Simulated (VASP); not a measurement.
# Ti in VASP: single point with PBE

Aim: the single point of Ti with PBE.

All numbers are computed with VASP 6.6.1; they aren't measurements. Logs are shortened: lines on timing, memory, paths and dates and some standing lists are left out, and cuts for length are marked.

## 1. The cell of the first run

The cell holds a slab with vacuum, 7 atoms: a = 3.282 Å, b = 3.282 Å, c = 24.846 Å, α = 90.00°, β = 90.00°, γ = 90.00°.

## 2. Single point, PBE

Input file INCAR:

```
ALGO = Normal
DIPOL = 0.5 0.5 0.500
EDIFF = 1E-6
ENCUT = 520
GGA = PE
IDIPOL = 3
ISIF = 2
ISMEAR = -1
LASPH = True
LCHARG = False
LDIPOL = True
LREAL = False
LWAVE = False
NBANDS = 51
NELM = 100
PREC = Accurate
SIGMA = 0.05
```

Input file KPOINTS:

```
k-points
0
Gamma
  8 8 1
```

Input file POSCAR:

```
Ti
1.0
    3.2820000000      0.0000000000      0.0000000000
    0.0000000000      3.2820000000      0.0000000000
    0.0000000000      0.0000000000     24.8460000000
Ti
7
Direct
    0.5000000000      0.5000000000      0.3018594542
    0.0000000000      0.0000000000      0.3679063028
    0.5000000000      0.5000000000      0.4339531514
    0.0000000000      0.0000000000      0.5000000000
    0.5000000000      0.5000000000      0.5660468486
    0.0000000000      0.0000000000      0.6320936972
    0.5000000000      0.5000000000      0.6981405458
```

Potentials or basis: VASP PAW PBE potentials, release 64 (Ti_sv).

Launch:

```bash
cat potpaw_PBE.64/Ti_sv/POTCAR > POTCAR
mpirun -np 1 vasp_std > vasp.out
```

OUTCAR:

```text
EDIFF = 1E-6
   ENCUT = 520
   GGA = PE
   ISIF = 2
   ISMEAR = -1
   LASPH = True
   LREAL = False
   NELM = 100
   PREC = Accurate

 ion  position               nearest neighbor table
   1  0.500  0.500  0.302-   2 2.84   2 2.84   2 2.84   2 2.84
   2  0.000  0.000  0.368-   3 2.84   3 2.84   3 2.84   3 2.84   1 2.84   1 2.84   1 2.84   1 2.84

   3  0.500  0.500  0.434-   2 2.84   2 2.84   2 2.84   2 2.84   4 2.84   4 2.84   4 2.84   4 2.84

   4  0.000  0.000  0.500-   3 2.84   5 2.84   3 2.84   5 2.84   3 2.84   5 2.84   3 2.84   5 2.84

   5  0.500  0.500  0.566-   6 2.84   6 2.84   6 2.84   6 2.84   4 2.84   4 2.84   4 2.84   4 2.84

   6  0.000  0.000  0.632-   5 2.84   5 2.84   5 2.84   5 2.84   7 2.84   7 2.84   7 2.84   7 2.84

   7  0.500  0.500  0.698-   6 2.84   6 2.84   6 2.84   6 2.84

  LATTYP: Found a simple tetragonal cell.
 ALAT       =     3.2820000000
 C/A-ratio  =     7.5703839122

  Lattice vectors:

 A1 = (   3.2820000000,   0.0000000000,   0.0000000000)
 A2 = (   0.0000000000,   3.2820000000,   0.0000000000)
 A3 = (   0.0000000000,   0.0000000000,  24.8460000000)

Analysis of symmetry for initial positions (statically):
=====================================================================
 Subroutine PRICEL returns:
 Original cell was already a primitive cell.

 Routine SETGRP: Setting up the symmetry group for a
 simple tetragonal supercell.

 Subroutine GETGRP returns: Found 16 space group operations
 (whereof 16 operations were pure point group operations)
 out of a pool of 16 trial point group operations.

The static configuration has the point symmetry D_4h.

Analysis of symmetry for dynamics (positions and initial velocities):
=====================================================================
 Subroutine PRICEL returns:
 Original cell was already a primitive cell.

 Routine SETGRP: Setting up the symmetry group for a
 simple tetragonal supercell.

 Subroutine GETGRP returns: Found 16 space group operations
 (whereof 16 operations were pure point group operations)
 out of a pool of 16 trial point group operations.

The dynamic configuration has the point symmetry D_4h.

 Subroutine INISYM returns: Found 16 space group operations
 (whereof 16 operations are pure point group operations),
 and found     1 'primitive' translations

----------------------------------------------------------------------------------------

                                     Primitive cell

  volume of cell :     267.6293

  direct lattice vectors                    reciprocal lattice vectors
     3.282000000  0.000000000  0.000000000     0.304692261  0.000000000  0.000000000
[... 101 lines left out ...]
   ISMEAR =    -1;   SIGMA  =   0.05  broadening in eV -4-tet -1-fermi 0-gaus
   EFERMI_NEDOS =   21; number of points for ismear=-14 and -15
   IALGO  =     38    algorithm
   IMIX   =      4    mixing-type and parameters
     AMIX     =   0.40;   BMIX     =  1.00
     AMIX_MAG =   1.60;   BMIX_MAG =  1.00
  volume/ion in A,a.u.               =      38.23       258.01
  Fermi-wavevector in a.u.,A,eV,Ry     =   1.112560  2.102433 16.841147  1.237789
  Thomas-Fermi vector in A             =   2.249135
   LORBIT       =      0    0 simple, 1 ext, 2 COOP (PROOUT), +10 PAW based schemes
   GGA     = PE    functional components
   LHFCALC =     F    Hartree Fock is set to
   AEXX    =    0.0000 exact exchange contribution
   IVDW    =     0    specifies the selected vdW correction
   LEPSILON=     F    determine dielectric tensor
   LRPA    =     F    only Hartree local field effects (RPA)
 non-spin polarized calculation
  energy-cutoff  :      520.00
  volume of cell :      267.63
 maximum number of plane-waves:      7256
   NGX = 13   NGY = 13   NGZ = 93

 dipolmoment           0.000000      0.000000      0.000000 electrons x Angstroem

 number of electron      84.0000052 magnetization

 dipolmoment           0.000000      0.000000     -0.000000 electrons x Angstroem

 Free energy of the ion-electron system (eV)
  ---------------------------------------------------
  ext. energy  EPLUGINS =         0.00000000
  ---------------------------------------------------
  free energy    TOTEN  =       -51.88432973 eV

  energy without entropy =      -51.74317596  energy(sigma->0) =      -51.81375285

 E-fermi :   2.0306     XC(G=0):  -6.1833

 val. band max:        2.0189206970   @ k =   0.3750   0.2500   0.0000
 cond. band min:       2.0319197502   @ k =   0.3750   0.3750   0.0000
 fundamental gap:      0.0129990532
 Fermi energy:         2.0305612991

 k-point     1 :       0.0000    0.0000    0.0000
  band No.  band energies     occupation
      1     -55.0640      2.00000
      2     -55.0640      2.00000
      3     -54.5166      2.00000
      4     -54.4783      2.00000
      5     -54.4210      2.00000
      6     -54.3751      2.00000
[... 799 lines left out ...]
     50       3.9854      0.00000
     51       3.9855      0.00000

------------------------ aborting loop because EDIFF is reached ----------------------------------------

 vacuum level on the upper side and lower side of the slab       (xc-potential included)        -0.233        -0.233

  FORCE on cell =-STRESS in cart. coord.  units (eV):
  Direction    XX          YY          ZZ          XY          YZ          ZX
  --------------------------------------------------------------------------------------
  -------------------------------------------------------------------------------------
  Total       -6.5102643     -6.5102643     -3.6048946      0.0000000      0.0000000      0.0000000
  in kB      -38.9740528    -38.9740528    -21.5808986      0.0000000      0.0000000      0.0000000
  external PRESSURE =     -33.1763347 kB  Pullay stress =       0.0000000 kB

 VOLUME and BASIS-vectors are now :
 -----------------------------------------------------------------------------
  energy-cutoff  :      520.00
  volume of cell :      267.63
      direct lattice vectors                 reciprocal lattice vectors
     3.282000000  0.000000000  0.000000000     0.304692261  0.000000000  0.000000000
     0.000000000  3.282000000  0.000000000     0.000000000  0.304692261  0.000000000
     0.000000000  0.000000000 24.846000000     0.000000000  0.000000000  0.040247927

 POSITION                                       TOTAL-FORCE (eV/Angst)
 -----------------------------------------------------------------------------------
      1.64100      1.64100      7.50000        -0.000000      0.000000      0.622819
      0.00000      0.00000      9.14100         0.000000     -0.000000     -0.373705
      1.64100      1.64100     10.78200         0.000000     -0.000000     -0.034373
      0.00000      0.00000     12.42300         0.000000      0.000000     -0.000000
      1.64100      1.64100     14.06400         0.000000      0.000000      0.034373
      0.00000      0.00000     15.70500         0.000000      0.000000      0.373705
      1.64100      1.64100     17.34600        -0.000000      0.000000     -0.622819
 -----------------------------------------------------------------------------------
    total drift:                                0.000000     -0.000000      0.000000

  FREE ENERGIE OF THE ION-ELECTRON SYSTEM (eV)
  ---------------------------------------------------
  free  energy   TOTEN  =       -51.8843297328 eV

  energy  without entropy=      -51.7431759644  energy(sigma->0) =      -51.81375285

 vacuum level on the upper side and lower side of the slab         5.076         5.076
```

Run time: 9.8 min. Hardware: 1 thread of Intel Xeon 8259CL, shared host; peak memory 0.4 GiB.

Results:

| Property | Result |
| --- | --- |
| Free energy | -51.8843 eV |
| Largest force | 0.623 eV/Å |
| Band gap on the k mesh | zero (bands 42 and 43 overlap by 1.31 eV) |

Forces on the atoms (eV/Å):
```
Ti   0.000  0.000  0.623
Ti   0.000  0.000 -0.374
Ti   0.000  0.000 -0.034
Ti   0.000  0.000  0.000
Ti   0.000  0.000  0.034
Ti   0.000  0.000  0.374
Ti   0.000  0.000 -0.623
```
